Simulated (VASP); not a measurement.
A run of VASP 6.6.1 is set up as follows.

INCAR

```
PREC = Accurate
ENCUT = 600
EDIFF = 1E-6
ISMEAR = 0
SIGMA = 0.1
LREAL = F
LASPH = T
NELM = 100
ALGO = Normal
ISIF = 3
LWAVE = F
LCHARG = F
GGA = PE
IBRION = 2
NSW = 100
EDIFFG = -0.01
```

Contents of KPOINTS:

```
Automatic mesh
0
Gamma
  12 12 8
```

File POSCAR:

```
Al5Cl2
1.0
    5.5471153526      0.0000000000      0.0000000000
   -2.7735576763      4.8039428131      0.0000000000
    0.0000000000      0.0000000000      5.3436249790
Al Cl
5 2
Direct
    0.0000000000      0.0000000000      0.0000000000
    0.0000000000      0.0000000000      0.5000000000
    0.5000000000      0.0000000000      0.5000000000
    0.0000000000      0.5000000000      0.5000000000
    0.5000000000      0.5000000000      0.5000000000
    0.3333333333      0.6666666667      0.0000000000
    0.6666666667      0.3333333333      0.0000000000
```

Potentials or basis: VASP PAW PBE potentials, release 64 (Al, Cl).

Launch:

```bash
$ cat potpaw_PBE.64/Al/POTCAR potpaw_PBE.64/Cl/POTCAR > POTCAR
$ mpirun -np 1 vasp_std > vasp.out
```

(1) What does it give for the space group after relaxing (to 0.05 Å)?

(2) Predict the relaxed cell.

## Answers

(1) P6/mmm (No. 191).

(2) a = 5.543 Å, b = 5.543 Å, c = 5.344 Å, α = 90.00°, β = 90.00°, γ = 120.00°.

Caveat: an odd number of electrons without spin polarisation forces a metal; a magnetic or distorted state may lie lower.
